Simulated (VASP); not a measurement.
**ZrB2: relaxation of cell and atoms with PBEsol**

The system is ZrB2.

```
CELL_PARAMETERS angstrom
3.17000 0.00000 0.00000
-1.58500 2.74530 0.00000
0.00000 0.00000 3.53300
ATOMIC_POSITIONS crystal
Zr 0.00000 0.00000 0.00000
B 0.66667 0.33333 0.50000
B 0.33333 0.66667 0.50000
```

```json
{
 "Program": "VASP 6.6.1",
 "Task": "relaxation of cell and atoms",
 "Functional": "PBEsol",
 "Potentials or basis": "VASP PAW PBE potentials, release 64 (Zr_sv, B)",
 "Cutoff": "600 eV",
 "k mesh": "10 × 10 × 8",
 "Occupations": "fermi-dirac, width 0.05 eV",
 "Spin": "no spin polarisation",
 "Target pressure": "10 GPa",
 "Dipole correction": "no",
 "Further INCAR settings": "ALGO = Normal; EDIFF = 1e-06; IBRION = 2; EDIFFG = -0.01; NSW = 80; ISIF = 3"
}
```

* Relaxed volume: 9.72 Å³/atom
* Relaxed cell: a = 3.118 Å, b = 3.118 Å, c = 3.464 Å, α = 90.00°, β = 90.00°, γ = 120.00°
* Space group after relaxing (to 0.1 Å): P6/mmm (No. 191)
* Energy change on relaxing (the run minimises the enthalpy): +9.3 meV/atom
* Ionic steps: 11
* Pressure after relaxing: 10.0 GPa
* Band gap on the k mesh: zero (bands 9 and 10 overlap by 0.83 eV)

The path:
| step | energy change (eV) | largest force (eV/Å) | pressure (GPa) | volume (Å³) |
| --- | --- | --- | --- | --- |
| 1 | 0.0000 | 0.0000 | -3.74 | 30.75 |
| 2 | 0.3278 | 0.0000 | 35.82 | 27.00 |
| 3 | 0.0259 | 0.0000 | 9.70 | 29.20 |
| 4 | 0.0277 | 0.0000 | 10.00 | 29.17 |
| 5 | 0.0297 | 0.0000 | 10.30 | 29.14 |
| 6 | 0.0253 | 0.0000 | 9.59 | 29.21 |
| 7 | 0.0263 | 0.0000 | 9.73 | 29.19 |
| 8 | 0.0265 | 0.0000 | 9.79 | 29.19 |
| 9 | 0.0264 | 0.0000 | 9.80 | 29.19 |
| 10 | 0.0287 | 0.0000 | 10.13 | 29.15 |
| 11 | 0.0279 | 0.0000 | 10.05 | 29.17 |

Final structure:
```
Zr B
1.0
     3.11797    0.00000    0.00000
    -1.55898    2.70024    0.00000
     0.00000    0.00000    3.46413
Zr B
1 2
Cartesian
  0.0000 0.0000 0.0000
  1.5590 0.9001 1.7321
  0.0000 1.8002 1.7321
```

Levels at points of the mesh, in eV from the Fermi level:
| k point | band 6 | band 7 | band 8 | band 9 | band 10 | band 11 | band 12 | band 13 |
| --- | --- | --- | --- | --- | --- | --- | --- | --- |
| (0.00, 0.00, 0.00) | -2.63 | -2.63 | -2.62 | -2.15 | 3.75 | 3.75 | 4.61 | 4.61 |
| (0.50, 0.00, 0.00) | -8.35 | -3.95 | -2.98 | -2.75 | 2.48 | 2.56 | 5.38 | 5.51 |
| (0.00, 0.00, 0.50) | -7.00 | -0.85 | -0.85 | 0.42 | 0.42 | 0.92 | 0.92 | 2.12 |
| (0.50, 0.00, 0.50) | -6.88 | -4.69 | -4.21 | -1.74 | 4.17 | 4.48 | 5.80 | 6.93 |

Wall time 4.6 min on 1 thread of Intel Xeon 8259CL (shared host), peak memory 0.2 GiB.

Caveat: the cell is relaxed towards a set pressure, so the run minimises the enthalpy, not the energy; the PAW data sets were made with another functional, which shifts forces and pressure a little.
